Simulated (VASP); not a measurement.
Ir: single point with PBEsol

Ir:

```xyz
1
Lattice="-1.3557 1.3557 1.9184 1.3557 -1.3557 1.9184 1.3557 1.3557 -1.9184" Properties=species:S:1:pos:R:3 pbc="T T T"
Ir    0.0000    0.0000    0.0000
```

| Item | Value |
| --- | --- |
| Program | VASP 6.6.1 |
| Task | single point |
| Functional | PBEsol |
| Potentials or basis | VASP PAW PBE potentials, release 64 (Ir) |
| Cutoff | 500 eV |
| k mesh | 8 × 8 × 8 |
| Occupations | gaussian, width 0.1 eV |
| Spin | no spin polarisation |
| Dipole correction | no |
| Further INCAR settings | ALGO = Normal; EDIFF = 1e-06; NBANDS = 10 |

| Property | Result |
| --- | --- |
| Pressure | 0.9 GPa |

Stress tensor (GPa, compression positive):
```
1.01 0.00 0.00
0.00 1.01 0.00
0.00 0.00 0.77
```

Levels at points of the mesh, in eV from the Fermi level:
```csv
k point,band 2,band 3,band 4,band 5,band 6,band 7
"(0.00, 0.00, 0.00)",-3.98,-3.98,-3.98,-1.24,-1.23,14.24
"(0.50, 0.00, 0.00)",-4.07,-4.06,-0.88,0.86,0.86,7.21
"(0.50, 0.50, 0.00)",-7.46,0.85,1.43,1.44,1.59,10.46
"(0.50, 0.50, 0.50)",-7.46,0.85,1.43,1.43,1.58,10.45
```

It took 4.6 s on 1 thread of Intel Xeon 6975P-C, on a shared host, peak memory 0.13 GiB.

Caveat: the k points lie up to 0.41 Å⁻¹ apart; the PAW data sets were made with another functional, which shifts forces and pressure a little; spin-orbit coupling is left out, which moves the levels of the heavy elements.
